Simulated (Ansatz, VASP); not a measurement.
## One calculation of SnSe2, two programs

```
Sn Se
1.0
     3.81100    0.00000    0.00000
    -1.90550    3.73344    0.00000
     0.00000    0.00000    6.13700
Sn Se
1 2
Cartesian
  0.0000 0.0000 0.0000
  0.0000 2.4890 1.5342
  1.9055 1.2445 4.6027
```

Change from the starting cell: strain +0.1312 x Voigt [0, 1, 0, 0, 0, 0], atoms carried along.

Alike in both runs: task single point; functional PBEsol; k mesh 12 × 12 × 6; occupations gaussian, width 0.05 eV; no spin polarisation.

|  | VASP | Ansatz |
| --- | --- | --- |
| version | VASP 6.6.1 | Ansatz 0.2.0 |
| potentials or method | VASP PAW PBE potentials, release 64 (Sn_d, Se), cutoff 520 eV | scalar-relativistic, plane waves, PAW |
| valence electrons in the cell | 26 | 46 |

VASP gave:

```
pressure (GPa)                                                : -4.4
traceless stress, the component that is largest in VASP (GPa) : -4.67
rms of the force components (eV/Å)                            : 0.082
```

Q: Which values does Ansatz return?

A: Pressure (GPa): -4.5; traceless stress, the component that is largest in VASP (GPa): -4.67; rms of the force components (eV/Å): 0.088.

VASP's potentials were made for PBE, not for PBEsol. Atom by atom the forces differ by 0.006 eV/Å (rms over components). The functional is the same, so the differences come from potentials, cutoffs and numerics. VASP's potentials hold 26 valence electrons a cell and Ansatz's 46, so a difference there can come from the potentials and not from the codes.
